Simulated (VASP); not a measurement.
Input of a VASP 6.6.1 run:

INCAR

```
SYSTEM = Mo
ALGO     = Normal         ! electronic algorithm
EDIFF    = 1E-6           ! SCF threshold, eV
EDIFFG   = -0.03          ! ionic threshold
ENCUT    = 600            ! plane-wave cutoff, eV
GGA      = CA             ! functional
IBRION   = 2              ! ionic algorithm
ISIF     = 3              ! what is computed and relaxed
ISMEAR   = -1             ! smearing method
LASPH    = .True.         ! aspherical terms in the spheres
LCHARG   = .False.        ! write CHGCAR
LREAL    = .False.        ! projectors in reciprocal space
LWAVE    = .False.        ! write WAVECAR
NELM     = 100            ! most SCF steps
NSW      = 80             ! ionic steps
PREC     = Accurate       ! precision mode
SIGMA    = 0.05           ! smearing width, eV
```

Contents of KPOINTS:

```
k-points
0
Gamma
  11 11 11
  0 0 0
```

POSCAR

```
Mo
1.0
   -1.5734150000      1.5734150000      1.5734150000
    1.5734150000     -1.5734150000      1.5734150000
    1.5734150000      1.5734150000     -1.5734150000
Mo
1
Direct
    0.0000000000      0.0000000000      0.0000000000
```

Potentials or basis: VASP PAW LDA potentials, release 64 (Mo_sv).

The run is started by

```console
$ cat potpaw_LDA.64/Mo_sv/POTCAR > POTCAR
$ mpirun -np 1 vasp_std > vasp.out
```

(1) What does it give for the relaxed cell?

(2) Estimate the band gap on the k mesh.

Results:

(1) a = 2.699 Å, b = 2.699 Å, c = 2.699 Å, α = 109.47°, β = 109.47°, γ = 109.47°.

(2) zero (band 7 reaches 16.68 eV, above the bottom of band 8 at 11.58 eV).
